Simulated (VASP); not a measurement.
# CdS (P3m1) in VASP: a series of runs, part 2 of 2

VASP 6.6.1. The steps go on from the part before.

### 5 Single point, HSE06

This run uses another cell than the first one, of 45.15 Å³/atom, 0.989 times its volume.

Input file POSCAR:

```
CdS
1.0
    4.2266230021      0.0000000000      0.0000000000
   -2.1133115011      3.6603628920      0.0000000000
    0.0000000000      0.0000000000      5.8372455546
Cd S
1 1
Direct
    0.0000000000      0.0000000000      0.4380403612
    0.6666666667      0.3333333333      0.4389596388
```

Input file INCAR.step1:

```
SYSTEM = CdS
ALGO = Normal
EDIFF = 1E-5
ENCUT = 520
GGA = PE
ISIF = 2
ISMEAR = -1
LASPH = .True.
LCHARG = .False.
LREAL = .False.
LWAVE = .True.
NBANDS = 16
NELM = 60
PREC = Accurate
SIGMA = 0.05
```

Input file INCAR.step2:

```
SYSTEM = CdS
ALGO = Normal
EDIFF = 1E-7
ENCUT = 520
GGA = PE
HFSCREEN = 0.2079
ISIF = 2
ISMEAR = -1
ISTART = 1
LASPH = .True.
LCHARG = .False.
LHFCALC = .True.
LREAL = .False.
LWAVE = .False.
NBANDS = 16
NELM = 60
PREC = Accurate
PRECFOCK = Normal
SIGMA = 0.05
```

Input file KPOINTS:

```
k-points
0
Gamma
  4 4 3
  0 0 0
```

Run with:

```console
cat potpaw_PBE.64/Cd/POTCAR potpaw_PBE.64/S/POTCAR > POTCAR
cp INCAR.step1 INCAR
mpirun -np 1 vasp_std > vasp.out
cp INCAR.step2 INCAR
mpirun -np 1 vasp_std > vasp.out
```

It took 6.1 min on 1 thread of Intel Xeon Platinum 8488C (Sapphire Rapids), shared host; peak memory 0.32 GiB.

Results (log left out):

```yaml
Free_energy: -7.0684 eV
Pressure: 0.2 GPa
Band_gap_on_the_k_mesh: 2.55 eV, indirect (the least direct gap lies 3.2 meV higher)
```

Stress tensor (GPa, compression positive):
```
0.28 0.00 0.00
0.00 0.28 0.00
0.00 0.00 0.02
```

Levels at points of the mesh, in eV from the valence-band top:
```
           k point  band 5  band 6  band 7  band 8  band 9  band 10  band 11  band 12  band 13  band 14
(0.00, 0.00, 0.00)   -8.35   -8.08   -1.33    0.00    0.00     2.55     6.37     8.10     8.10     8.13
(0.50, 0.00, 0.00)   -8.36   -7.85   -3.90   -1.44   -0.35     4.81     6.10     7.70     8.23    11.18
```

Caveat: the k points lie up to 0.43 Å⁻¹ apart; the PAW data sets were made with another functional, which shifts forces and pressure a little. A k mesh can miss the band edges.

### 6 Single point, PBEsol (volume scaled by 1.06)

Input file INCAR:

```
PREC     = Accurate       # precision mode
ENCUT    = 520            # plane-wave cutoff, eV
EDIFF    = 1E-7           # SCF threshold, eV
ISMEAR   = -1             # smearing method
SIGMA    = 0.05           # smearing width, eV
LREAL    = False          # projectors in reciprocal space
LASPH    = True           # aspherical terms in the spheres
NELM     = 100            # most SCF steps
ALGO     = Normal         # electronic algorithm
ISIF     = 2              # what is computed and relaxed
LWAVE    = False          # write WAVECAR
LCHARG   = False          # write CHGCAR
GGA      = PS             # functional
NBANDS   = 16             # bands
```

Input file KPOINTS:

```
regular mesh
0
Gamma
  7 7 5
```

Input file POSCAR:

```
CdS
1.0
    4.3447431501      0.0000000000      0.0000000000
   -2.1723715751      3.7626579410      0.0000000000
    0.0000000000      0.0000000000      5.9180091532
Cd S
1 1
Direct
    0.0000000000      0.0000000000      0.4426919200
    0.6666666667      0.3333333333      0.4343080800
```

Potentials or basis: VASP PAW PBE potentials, release 64 (Cd, S).

Run with:

```console
cat potpaw_PBE.64/Cd/POTCAR potpaw_PBE.64/S/POTCAR > POTCAR
mpirun -np 1 vasp_std > vasp.out
```

OUTCAR:

```text
PREC = Accurate
   ENCUT = 520
   EDIFF = 1E-7
   ISMEAR = -1
   LREAL = False
   LASPH = True
   NELM = 100
   ISIF = 2
   GGA = PS

 ion  position               nearest neighbor table
   1  0.000  0.000  0.443-   2 2.51   2 2.51   2 2.51
   2  0.667  0.333  0.434-   1 2.51   1 2.51   1 2.51

  LATTYP: Found a hexagonal cell.
 ALAT       =     4.3447431501
 C/A-ratio  =     1.3621079426

  Lattice vectors:

 A1 = (   4.3447431501,   0.0000000000,   0.0000000000)
 A2 = (  -2.1723715751,   3.7626579410,   0.0000000000)
 A3 = (   0.0000000000,   0.0000000000,   5.9180091532)

Analysis of symmetry for initial positions (statically):
=====================================================================
 Subroutine PRICEL returns:
 Original cell was already a primitive cell.

 Routine SETGRP: Setting up the symmetry group for a
 hexagonal supercell.

 Subroutine GETGRP returns: Found  6 space group operations
 (whereof  6 operations were pure point group operations)
 out of a pool of 24 trial point group operations.

The static configuration has the point symmetry C_3v.

Analysis of symmetry for dynamics (positions and initial velocities):
=====================================================================
 Subroutine PRICEL returns:
 Original cell was already a primitive cell.

 Routine SETGRP: Setting up the symmetry group for a
 hexagonal supercell.

 Subroutine GETGRP returns: Found  6 space group operations
 (whereof  6 operations were pure point group operations)
 out of a pool of 24 trial point group operations.

The dynamic configuration has the point symmetry C_3v.

 Subroutine INISYM returns: Found  6 space group operations
 (whereof  6 operations are pure point group operations),
 and found     1 'primitive' translations

----------------------------------------------------------------------------------------

                                     Primitive cell

  volume of cell :      96.7463

  direct lattice vectors                    reciprocal lattice vectors
     4.344743150  0.000000000  0.000000000     0.230163203  0.132884787  0.000000000
    -2.172371575  3.762657941  0.000000000     0.000000000  0.265769575  0.000000000
     0.000000000  0.000000000  5.918009153     0.000000000  0.000000000  0.168975744

  length of vectors
     4.344743150  4.344743150  5.918009153     0.265769575  0.265769575  0.168975744

  position of ions in fractional coordinates (direct lattice)
     0.000000000  0.000000000  0.442691920
     0.666666667  0.333333333  0.434308080

  ion indices of the primitive-cell ions
   primitive index   ion index
                 1           1
                 2           2

----------------------------------------------------------------------------------------

 KPOINTS: regular mesh

Automatic generation of k-mesh.
 Grid dimensions read from file:
 generate k-points for:    7    7    5

 Generating k-lattice:

  Cartesian coordinates                     Fractional coordinates (reciprocal lattice)
     0.032880458  0.018983541  0.000000000     0.142857143  0.000000000  0.000000000
     0.000000000  0.037967082  0.000000000     0.000000000  0.142857143  0.000000000
     0.000000000  0.000000000  0.033795149     0.000000000  0.000000000  0.200000000

  Length of vectors
     0.037967082  0.037967082  0.033795149

  Shift w.r.t. Gamma in fractional coordinates (k-lattice)
     0.000000000  0.000000000  0.000000000

 Subroutine IBZKPT returns following result:
 ===========================================

 Found     32 irreducible k-points:

 Following reciprocal coordinates:
            Coordinates               Weight
  0.000000  0.000000  0.000000      1.000000
  0.142857 -0.000000  0.000000      6.000000
  0.285714 -0.000000  0.000000      6.000000
  0.428571 -0.000000  0.000000      6.000000
  0.142857  0.142857  0.000000      6.000000
  0.285714  0.142857  0.000000     12.000000
[... 16 lines left out ...]
  0.000000  0.142857  0.400000      6.000000
  0.285714 -0.000000  0.400000      6.000000
 [... further k-points ...]
   k-points           NKPTS =     32   k-points in BZ     NKDIM =     32   number of bands    NBANDS=     16
   number of dos      NEDOS =    301   number of ions     NIONS =      2
   total plane-waves  NPLWV =  49152
   dimension x,y,z NGX =    32 NGY =   32 NGZ =   48
   dimension x,y,z NGXF=    64 NGYF=   64 NGZF=   96
   ions per type =               1   1
   NGX,Y,Z   is equivalent  to a cutoff of  12.24, 12.24, 13.48 a.u.
   NGXF,Y,Z  is equivalent  to a cutoff of  24.49, 24.49, 26.97 a.u.
 SYSTEM =  unknown system
   PREC   = accura    normal or accurate (medium, high low for compatibility)
   ISTART =      0    job   : 0-new  1-cont  2-samecut
   ICHARG =      2    charge: 1-file 2-atom 10-const
   ISPIN  =      1    spin polarized calculation?
   LNONCOLLINEAR =      F non collinear calculations
   LSORBIT =      F    spin-orbit coupling
   LASPH  =      T    aspherical Exc in radial PAW
   ENCUT  =  520.0 eV  38.22 Ry    6.18 a.u.   8.08  8.08 11.00*2*pi/ulx,y,z
   NELM   =    100;   NELMIN=  2; NELMDL= -5     # of ELM steps
   EDIFF  = 0.1E-06   stopping-criterion for ELM
   LREAL  =      F    real-space projection
   EDIFFG = 0.1E-05   stopping-criterion for IOM
   NSW    =      0    number of steps for IOM
   IBRION =     -1    ionic relax: 0-MD 1-quasi-New 2-CG
   NFREE  =      0    steps in history (QN), initial steepest desc. (CG)
   ISIF   =      2    stress and relaxation
   ISYM   =      2    0-nonsym 1-usesym 2-fastsym
   POTIM  = 0.5000    time-step for ionic-motion
   TEBEG  =    0.0;   TEEND  =   0.0 temperature during run
   PSTRESS=    0.0 pullay stress
   NELECT =      18.0000    total number of electrons
   NUPDOWN=      -1.0000    fix difference up-down
   EMIN   =  10.00;   EMAX   =-10.00  energy-range for DOS
   EFERMI =   0.00;   METHOD = LEGACY
   ISMEAR =    -1;   SIGMA  =   0.05  broadening in eV -4-tet -1-fermi 0-gaus
   EFERMI_NEDOS =   21; number of points for ismear=-14 and -15
   IALGO  =     38    algorithm
   IMIX   =      4    mixing-type and parameters
     AMIX     =   0.40;   BMIX     =  1.00
     AMIX_MAG =   1.60;   BMIX_MAG =  1.00
  volume/ion in A,a.u.               =      48.37       326.44
  Fermi-wavevector in a.u.,A,eV,Ry     =   0.934589  1.766118 11.884108  0.873457
  Thomas-Fermi vector in A             =   2.061410
   LORBIT       =      0    0 simple, 1 ext, 2 COOP (PROOUT), +10 PAW based schemes
   GGA     = PS    functional components
   LHFCALC =     F    Hartree Fock is set to
   AEXX    =    0.0000 exact exchange contribution
   IVDW    =     0    specifies the selected vdW correction
   LEPSILON=     F    determine dielectric tensor
   LRPA    =     F    only Hartree local field effects (RPA)
 non-spin polarized calculation
  energy-cutoff  :      520.00
  volume of cell :       96.75
 maximum number of plane-waves:      2618
   NGX = 17   NGY = 17   NGZ = 23

 number of electron      18.0000002 magnetization

 Free energy of the ion-electron system (eV)
  ---------------------------------------------------
  ext. energy  EPLUGINS =         0.00000000
  ---------------------------------------------------
  free energy    TOTEN  =        -6.10622037 eV

  energy without entropy =       -6.10622009  energy(sigma->0) =       -6.10622023

 E-fermi :  -1.7470     XC(G=0):  -5.9904

 val. band max:       -2.4424328230   @ k =   0.2857   0.2857   0.0000
 cond. band min:      -1.1967775985   @ k =   0.0000   0.0000   0.0000
 fundamental gap:      1.2456552245
 Fermi energy:        -1.7470345675

 k-point     1 :       0.0000    0.0000    0.0000
  band No.  band energies     occupation
      1     -13.8093      2.00000
      2      -9.9615      2.00000
      3      -9.9615      2.00000
      4      -9.5366      2.00000
      5      -9.5366      2.00000
      6      -9.3524      2.00000
[... 8 lines left out ...]
     15       8.2157      0.00000
     16       9.1556      0.00000
[... 419 lines left out ...]
 k-point    24 :       0.2857   -0.0000    0.4000
  band No.  band energies     occupation
      1     -13.6234      2.00000
      2      -9.8513      2.00000
      3      -9.8125      2.00000
      4      -9.5923      2.00000
      5      -9.5450      2.00000
      6      -9.2683      2.00000
[... 8 lines left out ...]
     15       7.4316      0.00000
     16       7.9184      0.00000

 [... further k-points ...]

------------------------ aborting loop because EDIFF is reached ----------------------------------------

  FORCE on cell =-STRESS in cart. coord.  units (eV):
  Direction    XX          YY          ZZ          XY          YZ          ZX
  --------------------------------------------------------------------------------------
  -------------------------------------------------------------------------------------
  Total       -2.3410221     -2.3410221     -0.0041647      0.0000000      0.0000000      0.0000000
  in kB      -38.7687346    -38.7687346     -0.0689701      0.0000000      0.0000000      0.0000000
  external PRESSURE =     -25.8688131 kB  Pullay stress =       0.0000000 kB

 VOLUME and BASIS-vectors are now :
 -----------------------------------------------------------------------------
  energy-cutoff  :      520.00
  volume of cell :       96.75
      direct lattice vectors                 reciprocal lattice vectors
     4.344743150  0.000000000  0.000000000     0.230163203  0.132884787  0.000000000
    -2.172371575  3.762657941  0.000000000     0.000000000  0.265769575  0.000000000
     0.000000000  0.000000000  5.918009153     0.000000000  0.000000000  0.168975744

 POSITION                                       TOTAL-FORCE (eV/Angst)
 -----------------------------------------------------------------------------------
      0.00000      0.00000      2.61985         0.000000      0.000000     -0.026245
      2.17237      1.25422      2.57024        -0.000000     -0.000000      0.026245
 -----------------------------------------------------------------------------------
    total drift:                                0.000001     -0.000001      0.000071

  FREE ENERGIE OF THE ION-ELECTRON SYSTEM (eV)
  ---------------------------------------------------
  free  energy   TOTEN  =        -6.1062203748 eV

  energy  without entropy=       -6.1062200891  energy(sigma->0) =       -6.10622023
```

Run time: 63 s. Hardware: 1 thread of Intel Xeon 8259CL, shared host; peak memory 0.2 GiB.

Results:

```yaml
Free_energy: -6.1062 eV
Pressure: -2.6 GPa
Largest_force: 0.026 eV/Å
Band_gap_on_the_k_mesh: 1.25 eV, indirect (least direct gap 1.31 eV)
```

Forces on the atoms (eV/Å):
```
Cd   0.000  0.000 -0.026
S    0.000  0.000  0.026
```

Caveat: the cell differs from its parent crystal (volume scaled by 1.06); the PAW data sets were made with another functional, which shifts forces and pressure a little.

### 7 Summary

| level | cell | k mesh | smearing | grid for exact exchange (PRECFOCK) | screening parameter | gap on the mesh (eV) | pressure (GPa) | largest force (eV/Å) |
| --- | --- | --- | --- | --- | --- | --- | --- | --- |
| r2SCAN | a = 4.261, b = 4.261, c = 5.804 Å, angles 90.0, 90.0, 120.0°, 2 atoms | 6 × 6 × 4 | methfessel-paxton 0.005 eV | - | - | 1.90 | -0.7 | 0.01 |
| PBE | a = 4.261, b = 4.261, c = 5.804 Å, angles 90.0, 90.0, 120.0°, 2 atoms | 8 × 8 × 5 | methfessel-paxton 0.1 eV | - | - | 1.47 | -0.1 | - |
| PBE | a = 4.261, b = 4.261, c = 5.804 Å, angles 90.0, 90.0, 120.0°, 2 atoms | 10 × 10 × 7 | methfessel-paxton 0.1 eV | - | - | 1.47 | -0.1 | - |
| HSE06 | a = 4.227, b = 4.227, c = 5.837 Å, angles 90.0, 90.0, 120.0°, 2 atoms | 4 × 4 × 3 | fermi-dirac 0.05 eV | Normal | 0.2079 1/Å | 2.55 | 0.2 | - |
| PBEsol | a = 4.345, b = 4.345, c = 5.918 Å, angles 90.0, 90.0, 120.0°, 2 atoms | 7 × 7 × 5 | fermi-dirac 0.05 eV | - | - | 1.25 | -2.6 | 0.03 |

Alike in all rows: task single point; potentials or basis VASP PAW PBE potentials, release 64 (Cd, S); no spin polarisation; cutoff (eV) 520.

Caveats: some runs use coarse meshes; the PAW data sets were made with another functional, which shifts forces and pressure a little (some runs).

Total energies depend on the potentials used, so only differences within one code and one set of settings carry meaning.
